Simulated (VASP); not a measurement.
## BiTe: relaxation of cell and atoms with PBE+D4

Crystal: BiTe.

```
Bi Te
1.0
     0.00000    3.23500    3.23500
     3.23500    0.00000    3.23500
     3.23500    3.23500    0.00000
Bi Te
1 1
Direct
  0.00000 0.00000 0.00000
  0.50000 0.50000 0.50000
```

- Program: VASP 6.6.1
- Task: relaxation of cell and atoms
- Functional: PBE
- Dispersion: D4
- Potentials or basis: VASP PAW PBE potentials, release 64 (Bi_d, Te)
- Cutoff: 600 eV
- k mesh: 7 × 7 × 7
- Occupations: fermi-dirac, width 0.05 eV
- Spin: no spin polarisation
- Dipole correction: no
- Further INCAR settings: ALGO = Normal; EDIFF = 1e-06; IBRION = 2; EDIFFG = -0.01; NSW = 60; ISIF = 3

| Quantity | Value |
| --- | --- |
| Relaxed volume | 32.95 Å³/atom |
| Relaxed cell | a = 4.534 Å, b = 4.534 Å, c = 4.534 Å, α = 60.00°, β = 60.00°, γ = 60.00° |
| Space group after relaxing (to 0.05 Å) | Fm-3m (No. 225) |
| Energy gained by relaxing | 3.9 meV/atom |
| Ionic steps | 3 |
| Pressure after relaxing | 0.0 GPa |
| Dispersion energy per atom | -0.507 eV |

The path:
```csv
step,energy change (eV),largest force (eV/Å),pressure (GPa),volume (Å³)
1,0.0000,0.0000,-1.35,67.71
2,-0.0055,0.0000,0.79,64.96
3,-0.0078,0.0000,0.00,65.90
```

Final structure:
```
Bi Te
1.0
     0.00000    3.20598    3.20598
     3.20598    0.00000    3.20598
     3.20598    3.20598    0.00000
Bi Te
1 1
Direct
  0.00000 0.00000 0.00000
  0.50000 0.50000 0.50000
```

Levels at points of the mesh, in eV from the Fermi level:
```csv
k point,band 7,band 8,band 9,band 10,band 11,band 12,band 13,band 14
"(0.00, 0.00, 0.00)",-8.07,-2.66,-2.66,-2.66,2.17,2.17,2.17,4.58
```

Run time: 66 s on 1 thread of Intel Xeon 6975P-C (shared host), peak memory 0.25 GiB.

Caveat: spin-orbit coupling is left out, which moves the levels of the heavy elements; pairwise dispersion overbinds metals, which lowers pressure and volume.
